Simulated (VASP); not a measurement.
**Au: relaxation of cell and atoms with PBE**

Au:

```
CELL_PARAMETERS angstrom
2.73229 0.00000 0.00000
0.00000 2.73229 0.00000
0.00000 0.00000 2.73229
ATOMIC_POSITIONS crystal
Au 0.00000 0.00000 0.00000
```

This isn't the form of Au at room conditions, which is fcc.

```yaml
Program: VASP 6.6.1
Task: relaxation of cell and atoms
Functional: PBE
Potentials_or_basis: VASP PAW PBE potentials, release 64 (Au)
Cutoff: 600 eV
k_mesh: 20 × 20 × 20
Occupations: gaussian, width 0.1 eV
Spin: no spin polarisation
Dipole_correction: no
Further_INCAR_settings: ALGO = Fast; EDIFF = 1e-06; IBRION = 2; EDIFFG = -0.01; NSW = 100; ISIF = 3
```

- Relaxed volume: 20.74 Å³/atom
- Relaxed cell: a = 2.747 Å, b = 2.747 Å, c = 2.747 Å, α = 90.00°, β = 90.00°, γ = 90.00°
- Space group after relaxing (to 0.1 Å): Pm-3m (No. 221)
- Energy gained by relaxing: 1.9 meV/atom
- Ionic steps: 3
- Pressure after relaxing: 0.1 GPa
- Band gap on the k mesh: zero (an odd number of electrons rules out a gap without spin polarisation)

The path:
```
step  energy change (eV)  largest force (eV/Å)  pressure (GPa)  volume (Å³)
   1              0.0000                0.0000            1.85        20.40
   2              0.0001                0.0000           -1.78        21.10
   3             -0.0019                0.0000            0.07        20.74
```

Final structure:
```cif
data_structure
_symmetry_space_group_name_H-M 'P 1'
_symmetry_Int_Tables_number 1
_cell_length_a 2.7474
_cell_length_b 2.7474
_cell_length_c 2.7474
_cell_angle_alpha 90.000
_cell_angle_beta 90.000
_cell_angle_gamma 90.000
_cell_volume 20.74
loop_
_atom_site_label
_atom_site_type_symbol
_atom_site_fract_x
_atom_site_fract_y
_atom_site_fract_z
_atom_site_occupancy
Au1 Au 0.00000 0.00000 0.00000 1
```

Levels at points of the mesh, in eV from the Fermi level:
```tsv
k point	band 3	band 4	band 5	band 6	band 7	band 8
(0.00, 0.00, 0.00)	-5.57	-1.41	-1.41	-1.41	13.88	13.88
(0.50, 0.00, 0.00)	-2.83	-2.83	-1.27	-0.39	2.08	16.37
(0.50, 0.50, 0.00)	-2.58	-2.58	-0.27	3.88	3.88	6.42
(0.50, 0.50, 0.50)	-4.84	-0.18	-0.18	8.45	8.45	8.45
```

Run time: 100 s on 1 thread of Intel(R) Xeon(R) Platinum 8259CL CPU @ 2.50GHz (Skylake/Cascade Lake) (shared host), peak memory 0.21 GiB.

Caveat: spin-orbit coupling is left out, which moves the levels of the heavy elements.
